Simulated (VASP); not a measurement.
**BP: single point with PBE**

The system is BP.

```xyz
2
Lattice="0.0000 2.2961 2.2961 2.2961 0.0000 2.2961 2.2961 2.2961 0.0000" Properties=species:S:1:pos:R:3 pbc="T T T"
P     1.1481    1.1481    1.1481
B     0.0000    0.0000    0.0000
```

```yaml
Program: VASP 6.6.1
Task: single point
Functional: PBE
Potentials_or_basis: VASP PAW PBE potentials, release 64 (P, B)
Cutoff: 500 eV
k_mesh: 10 × 10 × 10
Occupations: fermi-dirac, width 0.0105 eV
Spin: no spin polarisation
```

```json
{"Pressure": "-4.6 GPa", "Band gap on the k mesh": "1.29 eV, indirect (least direct gap 3.35 eV)"}
```

Levels at points of the mesh, in eV from the valence-band top:
| k point | band 1 | band 2 | band 3 | band 4 | band 5 | band 6 | band 7 | band 8 |
| --- | --- | --- | --- | --- | --- | --- | --- | --- |
| (0.00, 0.00, 0.00) | -15.15 | 0.00 | 0.00 | 0.00 | 3.35 | 3.35 | 3.35 | 6.84 |
| (0.50, 0.00, 0.00) | -11.96 | -8.78 | -1.71 | -1.71 | 3.57 | 4.69 | 4.69 | 10.00 |
| (0.50, 0.50, 0.00) | -10.48 | -8.40 | -3.99 | -3.99 | 1.40 | 1.69 | 11.79 | 11.79 |

Wall time 7 s on 1 thread of Intel(R) Xeon(R) 6975P-C (Granite Rapids) (shared host), peak memory 0.13 GiB.

A k mesh can miss the band edges. As with any semilocal functional, this PBE gap is likely too small.
